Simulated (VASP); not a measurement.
Input of a VASP 6.6.1 run:

INCAR

```
ALGO = Normal
EDIFF = 1E-6
ENCUT = 520
GGA = PS
ISIF = 2
ISMEAR = 0
LASPH = T
LCHARG = T
LELF = T
LREAL = F
LVHAR = T
LWAVE = F
NBANDS = 38
NELM = 100
PREC = Accurate
SIGMA = 0.15
```

Contents of KPOINTS:

```
k-points
0
Gamma
  12 12 6
```

The input POSCAR:

```
TaSi2
1.0
    4.7609902391      0.0000000000      0.0000000000
   -2.3804951195      4.1231384942      0.0000000000
    0.0000000000      0.0000000000      6.5561430408
Ta Si
3 6
Direct
    0.5018190027      0.0036380054      0.0000000000
    0.5018190027      0.4981809973      0.6666666667
   -0.0036380054      0.4981809973      0.3333333333
    0.1606601907      0.3213203813      0.0000000000
    0.8420946830      0.1579053170      0.6666666667
    0.6786796187      0.8393398093      0.3333333333
    0.8420946830      0.6841893660      0.0000000000
    0.1606601907      0.8393398093      0.6666666667
    0.3158106340      0.1579053170      0.3333333333
```

Potentials or basis: VASP PAW PBE potentials, release 64 (Ta_pv, Si).

Launch:

```console
$ cat potpaw_PBE.64/Ta_pv/POTCAR potpaw_PBE.64/Si/POTCAR > POTCAR
$ mpirun -np 1 vasp_std > vasp.out
```

(1) Estimate the largest force.

(2) Predict the pressure.

## Answers

(1) 0.114 eV/Å.

(2) 0.3 GPa.

Caveat: the cell differs from its parent crystal (mode 4 (106.9 1/cm) frozen in, largest displacement +0.015 Å); the PAW data sets were made with another functional, which shifts forces and pressure a little.
